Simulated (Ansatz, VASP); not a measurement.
## Al3GaN4: VASP beside Ansatz

```
CELL_PARAMETERS angstrom
4.27479 0.00000 0.00000
0.00000 4.27479 0.00000
0.00000 0.00000 4.27479
ATOMIC_POSITIONS crystal
Al 0.50000 0.50000 0.00000
Al 0.50000 0.00000 0.50000
Al 0.00000 0.50000 0.50000
Ga 0.00000 0.00000 0.00000
N 0.74455 0.74455 0.25545
N 0.74455 0.25545 0.74455
N 0.25545 0.74455 0.74455
N 0.25545 0.25545 0.25545
```

Change from the starting cell: equal strain along all axes, cell held, atoms relaxed: -3.0 %.

Alike in both runs: functional PBEsol; k mesh 6 × 6 × 6; occupations gaussian, width 0.02 eV; no spin polarisation.

Ansatz relaxed the structure, and its values are those at the end. VASP's run is a single point on that final structure, the one shown.

|  | VASP | Ansatz |
| --- | --- | --- |
| version | VASP 6.6.1 | Ansatz 0.2.0 |
| potentials or method | VASP PAW PBE potentials, release 64 (Al, Ga_d, N), cutoff 520 eV | scalar-relativistic, plane waves, PAW |
| valence electrons in the cell | 42 | 42 |

Ansatz gave:

- gap on the k mesh at the Fermi level (eV): 3.38
- least direct gap on the mesh (eV): 3.39
- pressure (GPa): 21.7
- rms of the force components (eV/Å): 0.000

What did VASP give for the same quantities?

gap on the k mesh at the Fermi level (eV): 3.37; least direct gap on the mesh (eV): 3.38; pressure (GPa): 21.7; rms of the force components (eV/Å): 0.009.

VASP's potentials were made for PBE, not for PBEsol. Ansatz's warnings: stress scf threshold loose.
